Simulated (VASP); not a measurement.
# Al9N in VASP: further runs

The runs below take Al9N through single point, with PBEsol.

Program: VASP 6.6.1. These are calculated values, not measurements. Logs are shortened: lines on timing, memory, paths and dates and some standing lists are left out, and cuts for length are marked.

## (1) The cell of the first run

The cell holds a slab with vacuum, 10 atoms: a = 2.836 Å, b = 9.744 Å, c = 20.252 Å, α = 90.00°, β = 90.00°, γ = 98.37°.

## (2) Single point, PBEsol

The input, INCAR:

```
PREC     = Accurate       # precision mode
ENCUT    = 520            # plane-wave cutoff, eV
EDIFF    = 1E-6           # SCF threshold, eV
ISMEAR   = 0              # smearing method
SIGMA    = 0.1            # smearing width, eV
LREAL    = F              # projectors in reciprocal space
LASPH    = T              # aspherical terms in the spheres
NELM     = 80             # most SCF steps
ALGO     = Normal         # electronic algorithm
ISIF     = 2              # what is computed and relaxed
LWAVE    = F              # write WAVECAR
LCHARG   = F              # write CHGCAR
LDIPOL   = T            
IDIPOL   = 3            
DIPOL    = 0.5 0.5 0.330
GGA      = PS             # functional
NBANDS   = 27             # bands
```

The input, KPOINTS:

```
Automatic mesh
0
Gamma
  9 3 1
```

The input, POSCAR:

```
Al9N
1.0
    2.8360890836      0.0000000000      0.0000000000
   -1.4180445418      9.6401013232      0.0000000000
    0.0000000000      0.0000000000     20.2523775136
Al N
9 1
Direct
    0.5324569575      0.0649139150      0.1975076752
    0.6709806898      0.3419613796      0.2463716781
    0.2986854362      0.5973708725      0.2561444786
    0.9263901827      0.8527803654      0.2659172793
    0.0640247854      0.1277465523      0.3150759955
    0.2000840310      0.4041004175      0.3702277332
    0.8287416372      0.6594765630      0.3778305230
    0.4529560437      0.9112537656      0.3867831574
    0.5925587481      0.1816395522      0.4321654338
    0.5925587481      0.6816395522      0.4556097544
```

Potentials or basis: VASP PAW PBE potentials, release 64 (Al, N).

On the command line:

```sh
$ cat potpaw_PBE.64/Al/POTCAR potpaw_PBE.64/N/POTCAR > POTCAR
$ mpirun -np 1 vasp_std > vasp.out
```

OUTCAR:

```text
PREC = Accurate
   ENCUT = 520
   EDIFF = 1E-6
   ISMEAR = 0
   LREAL = F
   LASPH = T
   NELM = 80
   ISIF = 2
   GGA = PS

 ion  position               nearest neighbor table
   1  0.532  0.065  0.198-   5 2.84   5 2.84   2 2.85   4 2.85   4 2.85
   2  0.671  0.342  0.246-   3 2.85   3 2.85   1 2.85   5 2.87   5 2.87   6 2.94   6 2.95
   3  0.299  0.597  0.256-   2 2.85   2 2.85   4 2.85   4 2.85   7 2.90   7 2.91   6 2.97
   4  0.926  0.853  0.266-   5 2.83   3 2.85   3 2.85   1 2.85   1 2.85   8 2.88   8 2.89   7 2.93

   5  0.064  0.128  0.315-   9 2.81   9 2.81   4 2.83   1 2.84   1 2.84   2 2.87   2 2.87   6 2.89
                             8 2.91   8 2.92
   6  0.200  0.404  0.370-   7 2.84   7 2.85   9 2.86   9 2.87   5 2.89   2 2.94   2 2.95   3 2.97

   7  0.829  0.659  0.378-  10 1.74   8 2.81   8 2.82   6 2.84   6 2.85   3 2.90   3 2.91   4 2.93

   8  0.453  0.911  0.387-   9 2.76   7 2.81   7 2.82   4 2.88   4 2.89   5 2.91   5 2.92
   9  0.593  0.182  0.432-   8 2.76   5 2.81   5 2.81   6 2.86   6 2.87
  10  0.593  0.682  0.456-   7 1.74

  LATTYP: Found a base centered orthorhombic cell.
 ALAT       =     2.8360890836
 B/A-ratio  =     6.7981653883
 C/A-ratio  =     7.1409525289

  Lattice vectors:

 A1 = (   1.4180445418,  -9.6401013232,   0.0000000000)
 A2 = (   1.4180445418,   9.6401013232,   0.0000000000)
 A3 = (   0.0000000000,   0.0000000000,  20.2523775136)

Analysis of symmetry for initial positions (statically):
=====================================================================
 Subroutine PRICEL returns:
 Original cell was already a primitive cell.

 Routine SETGRP: Setting up the symmetry group for a
 base centered orthorhombic supercell.

 Subroutine GETGRP returns: Found  1 space group operations
 (whereof  1 operations were pure point group operations)
 out of a pool of  8 trial point group operations.

The static configuration has the point symmetry C_1 .

Analysis of symmetry for dynamics (positions and initial velocities):
=====================================================================
 Subroutine PRICEL returns:
 Original cell was already a primitive cell.

 Routine SETGRP: Setting up the symmetry group for a
 base centered orthorhombic supercell.

 Subroutine GETGRP returns: Found  1 space group operations
 (whereof  1 operations were pure point group operations)
 out of a pool of  8 trial point group operations.

The dynamic configuration has the point symmetry C_1 .

 Subroutine INISYM returns: Found  1 space group operations
 (whereof  1 operations are pure point group operations),
 and found     1 'primitive' translations

----------------------------------------------------------------------------------------

                                     Primitive cell

  volume of cell :     553.7038

  direct lattice vectors                    reciprocal lattice vectors
     2.836089084  0.000000000  0.000000000     0.352598233  0.051866675  0.000000000
    -1.418044542  9.640101323  0.000000000     0.000000000  0.103733350  0.000000000
     0.000000000  0.000000000 20.252377514     0.000000000  0.000000000  0.049376919

  length of vectors
     2.836089084  9.743839276 20.252377514     0.356392573  0.103733350  0.049376919

  position of ions in fractional coordinates (direct lattice)
     0.532456958  0.064913915  0.197507675
     0.670980690  0.341961380  0.246371678
     0.298685436  0.597370873  0.256144479
     0.926390183  0.852780365  0.265917279
     0.064024785  0.127746552  0.315075996
     0.200084031  0.404100417  0.370227733
     0.828741637  0.659476563  0.377830523
     0.452956044  0.911253766  0.386783157
     0.592558748  0.181639552  0.432165434
     0.592558748  0.681639552  0.455609754

  ion indices of the primitive-cell ions
   primitive index   ion index
                 1           1
                 2           2
                 3           3
                 4           4
                 5           5
                 6           6
[... 42 lines left out ...]
|                                                                             |
 -----------------------------------------------------------------------------

 WARNING: IBZKPT: internal override: KBLOWUP is changed to .FALSE.
      ... skipping the blow-up phase ...

 Subroutine IBZKPT returns following result:
 ===========================================

 Found     14 irreducible k-points:

 Following reciprocal coordinates:
            Coordinates               Weight
  0.000000  0.000000  0.000000      1.000000
  0.111111  0.000000  0.000000      2.000000
  0.222222  0.000000  0.000000      2.000000
  0.333333  0.000000  0.000000      2.000000
  0.444444  0.000000  0.000000      2.000000
  0.000000  0.333333  0.000000      2.000000
  0.111111  0.333333  0.000000      2.000000
  0.222222  0.333333  0.000000      2.000000
  0.333333  0.333333  0.000000      2.000000
  0.444444  0.333333  0.000000      2.000000
 -0.444444  0.333333  0.000000      2.000000
 -0.333333  0.333333  0.000000      2.000000
 -0.222222  0.333333  0.000000      2.000000
 -0.111111  0.333333  0.000000      2.000000
   k-points           NKPTS =     14   k-points in BZ     NKDIM =     14   number of bands    NBANDS=     27
   number of dos      NEDOS =    301   number of ions     NIONS =     10
   total plane-waves  NPLWV = 276480
   dimension x,y,z NGX =    24 NGY =   72 NGZ =  160
   dimension x,y,z NGXF=    48 NGYF=  144 NGZF=  320
   ions per type =               9   1
   NGX,Y,Z   is equivalent  to a cutoff of  14.07, 12.28, 13.13 a.u.
   NGXF,Y,Z  is equivalent  to a cutoff of  28.14, 24.57, 26.27 a.u.
 SYSTEM =  unknown system
   PREC   = accura    normal or accurate (medium, high low for compatibility)
   ISTART =      0    job   : 0-new  1-cont  2-samecut
   ICHARG =      2    charge: 1-file 2-atom 10-const
   ISPIN  =      1    spin polarized calculation?
   LNONCOLLINEAR =      F non collinear calculations
   LSORBIT =      F    spin-orbit coupling
   LASPH  =      T    aspherical Exc in radial PAW
   ENCUT  =  520.0 eV  38.22 Ry    6.18 a.u.   5.27 18.12 37.66*2*pi/ulx,y,z
   NELM   =     80;   NELMIN=  2; NELMDL= -5     # of ELM steps
   EDIFF  = 0.1E-05   stopping-criterion for ELM
   LREAL  =      F    real-space projection
   EDIFFG = 0.1E-04   stopping-criterion for IOM
   NSW    =      0    number of steps for IOM
   IBRION =     -1    ionic relax: 0-MD 1-quasi-New 2-CG
   NFREE  =      0    steps in history (QN), initial steepest desc. (CG)
   ISIF   =      2    stress and relaxation
   ISYM   =      2    0-nonsym 1-usesym 2-fastsym
   POTIM  = 0.5000    time-step for ionic-motion
   TEBEG  =    0.0;   TEEND  =   0.0 temperature during run
   PSTRESS=    0.0 pullay stress
   NELECT =      32.0000    total number of electrons
   NUPDOWN=      -1.0000    fix difference up-down
   EMIN   =  10.00;   EMAX   =-10.00  energy-range for DOS
   EFERMI =   0.00;   METHOD = LEGACY
   ISMEAR =     0;   SIGMA  =   0.10  broadening in eV -4-tet -1-fermi 0-gaus
   EFERMI_NEDOS =   21; number of points for ismear=-14 and -15
   IALGO  =     38    algorithm
   IMIX   =      4    mixing-type and parameters
     AMIX     =   0.40;   BMIX     =  1.00
     AMIX_MAG =   1.60;   BMIX_MAG =  1.00
  volume/ion in A,a.u.               =      55.37       373.66
  Fermi-wavevector in a.u.,A,eV,Ry     =   0.632945  1.196092  5.450750  0.400619
  Thomas-Fermi vector in A             =   1.696433
   LORBIT       =      0    0 simple, 1 ext, 2 COOP (PROOUT), +10 PAW based schemes
   GGA     = PS    functional components
   LHFCALC =     F    Hartree Fock is set to
   AEXX    =    0.0000 exact exchange contribution
   IVDW    =     0    specifies the selected vdW correction
   LEPSILON=     F    determine dielectric tensor
   LRPA    =     F    only Hartree local field effects (RPA)
 non-spin polarized calculation
 Gauss-broadening in eV      SIGMA  =   0.10
  energy-cutoff  :      520.00
  volume of cell :      553.70
 maximum number of plane-waves:     14935
 NGX is ok and might be reduce to    24
   NGX = 11   NGY = 37   NGZ = 75

 dipolmoment           0.000000      0.000000     -0.032545 electrons x Angstroem

 number of electron      32.0000000 magnetization

 dipolmoment           0.000000      0.000000      0.213907 electrons x Angstroem

 Free energy of the ion-electron system (eV)
  ---------------------------------------------------
  ext. energy  EPLUGINS =         0.00000000
  ---------------------------------------------------
  free energy    TOTEN  =       -39.31832680 eV

  energy without entropy =      -39.28502897  energy(sigma->0) =      -39.30167788

 E-fermi :  -1.2663     XC(G=0):  -3.8505

 val. band max:       -1.2888447876   @ k =   0.3333   0.3333   0.0000
 cond. band min:      -1.2501663533   @ k =   0.0000   0.0000   0.0000
 fundamental gap:      0.0386784342
 Fermi energy:        -1.2663497261

 k-point     1 :       0.0000    0.0000    0.0000
  band No.  band energies     occupation
      1     -14.7030      2.00000
      2     -11.3584      2.00000
      3      -9.7828      2.00000
      4      -9.6879      2.00000
      5      -9.0215      2.00000
      6      -7.2812      2.00000
[... 409 lines left out ...]
     26       3.2510      0.00000
     27       3.4171      0.00000

------------------------ aborting loop because EDIFF is reached ----------------------------------------

 vacuum level on the upper side and lower side of the slab       (xc-potential included)         0.657        -0.706

  FORCE on cell =-STRESS in cart. coord.  units (eV):
  Direction    XX          YY          ZZ          XY          YZ          ZX
  --------------------------------------------------------------------------------------
  -------------------------------------------------------------------------------------
  Total       -6.3683038     -6.7872116     -0.1164706      1.0839696      1.8923004     -2.6641644
  in kB      -18.4270950    -19.6392316     -0.3370152      3.1365356      5.4754924     -7.7089303
  external PRESSURE =     -12.8011139 kB  Pullay stress =       0.0000000 kB

 VOLUME and BASIS-vectors are now :
 -----------------------------------------------------------------------------
  energy-cutoff  :      520.00
  volume of cell :      553.70
      direct lattice vectors                 reciprocal lattice vectors
     2.836089084  0.000000000  0.000000000     0.352598233  0.051866675  0.000000000
    -1.418044542  9.640101323  0.000000000     0.000000000  0.103733350  0.000000000
     0.000000000  0.000000000 20.252377514     0.000000000  0.000000000  0.049376919

 POSITION                                       TOTAL-FORCE (eV/Angst)
 -----------------------------------------------------------------------------------
      1.41804      0.62578      4.00000        -0.059601      0.036951      0.063517
      1.41804      3.29654      4.98961         0.015258      0.176856      0.031066
     -0.00000      5.75872      5.18753        -0.060987     -0.093241      0.168445
      1.41804      8.22089      5.38546         0.043627     -0.209951     -0.127670
      0.00043      1.23149      6.38104        -0.011453      0.099324     -0.038146
     -0.00558      3.89557      7.49799         0.068438     -0.118944      0.007946
      1.41522      6.35742      7.65197         1.573816     -0.625301     -1.014318
     -0.00757      8.78458      7.83328         0.311397     -0.565282      0.801172
      1.42298      1.75102      8.75238        -0.018383      0.093206      0.054980
      0.71395      6.57107      9.22718        -1.862111      1.206380      0.053008
 -----------------------------------------------------------------------------------
    total drift:                               -0.000077      0.000040      0.000251

  FREE ENERGIE OF THE ION-ELECTRON SYSTEM (eV)
  ---------------------------------------------------
  free  energy   TOTEN  =       -39.3183267962 eV

  energy  without entropy=      -39.2850289728  energy(sigma->0) =      -39.30167788

 vacuum level on the upper side and lower side of the slab         4.309         2.899
```

Wall time 4.7 min (1 thread of Intel Xeon 6975P-C (Granite Rapids), shared host); peak memory 0.65 GiB.

What came out:

```yaml
Free_energy: -39.3183 eV
Largest_force: 2.219 eV/Å
Band_gap_on_the_k_mesh: zero (bands 16 and 17 overlap by 0.52 eV)
```

Forces on the atoms (eV/Å):
```
Al  -0.060  0.037  0.064
Al   0.015  0.177  0.031
Al  -0.061 -0.093  0.168
Al   0.044 -0.210 -0.128
Al  -0.011  0.099 -0.038
Al   0.068 -0.119  0.008
Al   1.574 -0.625 -1.014
Al   0.311 -0.565  0.801
Al  -0.018  0.093  0.055
N   -1.862  1.206  0.053
```

Caveat: the PAW data sets were made with another functional, which shifts forces and pressure a little.

## (3) Single point, PBEsol

The input, INCAR:

```
PREC = Accurate
ENCUT = 520
EDIFF = 1E-7
ISMEAR = 0
SIGMA = 0.1
LREAL = False
LASPH = True
NELM = 100
ALGO = Normal
ISIF = 2
LWAVE = False
LCHARG = False
LDIPOL = True
IDIPOL = 3
DIPOL = 0.5 0.5 0.330
GGA = PS
NBANDS = 27
```

KPOINTS is that of step 2.

POSCAR, as its differences from that of step 2:

```diff
@@ -17,2 +17,2 @@
     0.5925587481      0.1816395522      0.4321654338
-    0.5925587481      0.6816395522      0.4556097544
+    1.0925587481      0.6816395522      0.4552715480
```

Potentials or basis: VASP PAW PBE potentials, release 64 (Al, N).

On the command line:

```sh
$ cat potpaw_PBE.64/Al/POTCAR potpaw_PBE.64/N/POTCAR > POTCAR
$ mpirun -np 1 vasp_std > vasp.out
```

Run time: 4.1 min. Hardware: 1 thread of Intel Xeon 6975P-C (Granite Rapids), shared host; peak memory 0.63 GiB.

Results (log left out):

```yaml
Free_energy: -39.3550 eV
Largest_force: 2.267 eV/Å
Band_gap_on_the_k_mesh: zero (bands 16 and 17 overlap by 0.41 eV)
```

Forces in eV/Å, atoms in the order of the input:
```
Al   0.082  0.053  0.087
Al  -0.001  0.170  0.013
Al   0.055 -0.109  0.193
Al  -0.074 -0.210 -0.111
Al  -0.003  0.074 -0.049
Al  -0.048 -0.103 -0.015
Al  -1.611 -0.617 -1.019
Al  -0.300 -0.595  0.789
Al   0.007  0.090  0.058
N    1.893  1.247  0.055
```

Levels at points of the mesh, in eV from the Fermi level:
| k point | band 13 | band 14 | band 15 | band 16 | band 17 | band 18 | band 19 | band 20 |
| --- | --- | --- | --- | --- | --- | --- | --- | --- |
| (0.00, 0.00, 0.00) | -1.82 | -1.64 | -1.23 | 0.05 | 0.41 | 0.94 | 1.41 | 2.08 |

Caveat: the PAW data sets were made with another functional, which shifts forces and pressure a little.

## (4) Single point, PBEsol

The input, INCAR:

```
SYSTEM = Al9N
  PREC = Accurate
  ENCUT = 520
  EDIFF = 1E-6
  ISMEAR = 0
  SIGMA = 0.1
  LREAL = .False.
  LASPH = .True.
  NELM = 60
  ALGO = Normal
  ISIF = 2
  LWAVE = .False.
  LCHARG = .False.
  LDIPOL = .True.
  IDIPOL = 3
  DIPOL = 0.5 0.5 0.328
  GGA = PS
  NBANDS = 27
```

The input, KPOINTS:

```
Automatic mesh
0
Gamma
  9 3 1
  0 0 0
```

POSCAR, as its differences from that of step 3:

```diff
@@ -17,2 +17,2 @@
     0.5925587481      0.1816395522      0.4321654338
-    1.0925587481      0.6816395522      0.4552715480
+    0.5925587481      0.4316395522      0.4337375366
```

On the command line:

```sh
$ cat potpaw_PBE.64/Al/POTCAR potpaw_PBE.64/N/POTCAR > POTCAR
$ mpirun -np 1 vasp_std > vasp.out
```

It took 4 min on 1 thread of Intel Xeon 6975P-C (Granite Rapids), shared host; peak memory 0.66 GiB.

It converged, with:

```yaml
Free_energy: -41.0440 eV
Largest_force: 3.909 eV/Å
Band_gap_on_the_k_mesh: zero (bands 16 and 17 overlap by 0.14 eV)
```

Forces on the atoms (eV/Å):
```
Al   0.007  0.196 -0.084
Al   0.036 -0.012 -0.076
Al  -0.016 -0.152  0.117
Al  -0.021 -0.150 -0.108
Al  -0.057  0.222  0.032
Al  -3.455 -0.227 -0.971
Al  -0.195 -0.710  0.612
Al  -0.006 -0.321  0.062
Al  -0.202  1.124  0.389
N    3.909  0.029  0.027
```

Levels at points of the mesh, in eV from the Fermi level:
| k point | band 12 | band 13 | band 14 | band 15 | band 16 | band 17 | band 18 | band 19 | band 20 | band 21 |
| --- | --- | --- | --- | --- | --- | --- | --- | --- | --- | --- |
| (0.00, 0.00, 0.00) | -2.20 | -1.86 | -1.33 | -1.22 | -0.12 | 0.49 | 1.11 | 1.57 | 2.44 | 2.68 |

Caveat: the PAW data sets were made with another functional, which shifts forces and pressure a little.

## (5) Summary

| cell | gap on the mesh (eV) | largest force (eV/Å) |
| --- | --- | --- |
| as given, atomic positions A | none | 2.22 |
| as given, atomic positions B | none | 2.27 |
| as given, atomic positions C | none | 3.91 |

Alike in all rows: task single point; level PBEsol; potentials or basis VASP PAW PBE potentials, release 64 (Al, N); no spin polarisation; k mesh 9 × 3 × 1; cutoff (eV) 520; smearing gaussian 0.1 eV.

Caveats: the PAW data sets were made with another functional, which shifts forces and pressure a little.

Total energies depend on the potentials used, so only differences within one code and one set of settings carry meaning.
